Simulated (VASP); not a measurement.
Wanted: the native input for a VASP 6.6.1 run.

- Task: single point
- Functional: revPBE
- Potentials or basis: VASP PAW PBE potentials, release 64 (Ba_sv)
- Cutoff: 520 eV
- k mesh: 4 × 4 × 4
- Occupations: fermi-dirac, width 0.05 eV
- Spin: no spin polarisation
- Dipole correction: no
- Further INCAR settings: ALGO = Fast; EDIFF = 1e-06; NBANDS = 11

The structure of Ba lies in POSCAR:

```
Ba
1.0
   -2.5065000000      2.5065000000      2.5065000000
    2.5065000000     -2.5065000000      2.5065000000
    2.5065000000      2.5065000000     -2.5065000000
Ba
1
Direct
    0.0000000000      0.0000000000      0.0000000000
```

These files were run (other wordings do the same):

INCAR

```
SYSTEM = Ba
ALGO = Fast
EDIFF = 1E-6
ENCUT = 520
GGA = RE
ISIF = 2
ISMEAR = -1
LASPH = .TRUE.
LCHARG = .FALSE.
LREAL = .FALSE.
LWAVE = .FALSE.
NBANDS = 11
NELM = 100
PREC = Accurate
SIGMA = 0.05
```

KPOINTS

```
k-points
0
G
  4 4 4
  0 0 0
```

Potentials or basis: VASP PAW PBE potentials, release 64 (Ba_sv).

The run is started by

```bash
$ cat potpaw_PBE.64/Ba_sv/POTCAR > POTCAR
$ mpirun -np 1 vasp_std > vasp.out
```

Results of the run:

| Property | Result |
| --- | --- |
| Pressure | 0.9 GPa |
| Band gap on the k mesh | zero (band 5 reaches 2.24 eV, above the bottom of band 6 at 1.18 eV) |

Caveat: the k points lie up to 0.44 Å⁻¹ apart; the PAW data sets were made with another functional, which shifts forces and pressure a little; spin-orbit coupling is left out, which moves the levels of the heavy elements.

It took 3.8 s on 1 thread of Intel(R) Xeon(R) Platinum 8488C (Sapphire Rapids) (shared host), peak memory 0.17 GiB.
